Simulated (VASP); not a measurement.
Crystal: MoS2.

```
CELL_PARAMETERS angstrom
1.59215 0.91923 6.48210
-1.59215 0.91923 6.48210
0.00000 -1.83846 6.48210
ATOMIC_POSITIONS crystal
Mo 0.00022 0.00022 0.00022
S 0.58707 0.58707 0.58707
S 0.74670 0.74670 0.74670
```

| Item | Value |
| --- | --- |
| Program | VASP 6.6.1 |
| Task | relaxation of cell and atoms |
| Functional | PBEsol |
| Potentials or basis | VASP PAW PBE potentials, release 64 (Mo_sv, S) |
| Cutoff | 300 eV |
| k mesh | 12 × 12 × 12 |
| Occupations | gaussian, width 0.02 eV |
| Spin | no spin polarisation |

At the start: pressure -3.5 GPa; volume 18.97 Å³/atom.

Where does the relaxation end?

Over 38 steps the energy falls by 10.0 meV/atom and the volume is 17.55 Å³/atom (-7.5 %); space group R3m (No. 160, to 0.1 Å) before and after.

The path:
```csv
step,energy change (eV),largest force (eV/Å),pressure (GPa),volume (Å³)
1,0.0000,0.1270,-3.51,56.92
2,0.0222,0.8941,6.31,53.56
3,-0.0172,0.2585,0.11,55.55
4,-0.0214,0.0002,-0.18,55.25
5,-0.0216,0.0450,-0.13,55.30
6,-0.0220,0.0544,-0.03,55.18
7,-0.0232,0.0839,0.28,54.82
8,-0.0245,0.1448,0.94,54.10
9,-0.0228,0.2765,2.44,52.66
10,-0.0245,0.1861,1.35,53.72
11,-0.0246,0.1849,1.35,53.71
12,-0.0248,0.1811,1.33,53.68
13,-0.0252,0.1732,1.30,53.62
14,-0.0258,0.1578,1.23,53.49
15,-0.0270,0.1276,1.11,53.24
16,-0.0287,0.0694,0.88,52.75
17,-0.0283,0.0460,0.57,51.75
18,-0.0291,0.0275,0.77,52.32
19,-0.0295,0.0107,0.52,52.45
20,-0.0299,0.0261,0.00,52.75
21,-0.0299,0.0292,-0.04,52.78
22,-0.0300,0.0167,-0.01,52.78
23,-0.0300,0.0121,0.06,52.80
24,-0.0300,0.0076,0.01,52.81
25,-0.0300,0.0047,-0.03,52.82
26,-0.0300,0.0054,-0.02,52.82
27,-0.0301,0.0077,-0.01,52.81
28,-0.0301,0.0123,0.01,52.78
29,-0.0301,0.0215,0.04,52.74
30,-0.0301,0.0169,0.03,52.76
31,-0.0301,0.0165,0.02,52.76
32,-0.0301,0.0150,0.02,52.76
33,-0.0301,0.0123,0.00,52.75
34,-0.0301,0.0069,-0.03,52.73
35,-0.0301,0.0040,-0.10,52.69
36,-0.0301,0.0006,-0.07,52.71
37,-0.0301,0.0009,-0.05,52.69
38,-0.0301,0.0015,0.00,52.64
```

Final structure:
```cif
data_structure
_symmetry_space_group_name_H-M 'P 1'
_symmetry_Int_Tables_number 1
_cell_length_a 6.4243
_cell_length_b 6.4243
_cell_length_c 6.4243
_cell_angle_alpha 28.295
_cell_angle_beta 28.295
_cell_angle_gamma 28.295
_cell_volume 52.64
loop_
_atom_site_label
_atom_site_type_symbol
_atom_site_fract_x
_atom_site_fract_y
_atom_site_fract_z
_atom_site_occupancy
Mo1 Mo 0.00024 0.00024 0.00024 1
S1 S 0.58260 0.58260 0.58260 1
S2 S 0.75116 0.75116 0.75116 1
```

Caveat: the cutoff is under 1.25 times the usual one of these potentials, so pressure, stress and relaxed cells hold a basis-set (Pulay) error; the PAW data sets were made with another functional, which shifts forces and pressure a little.
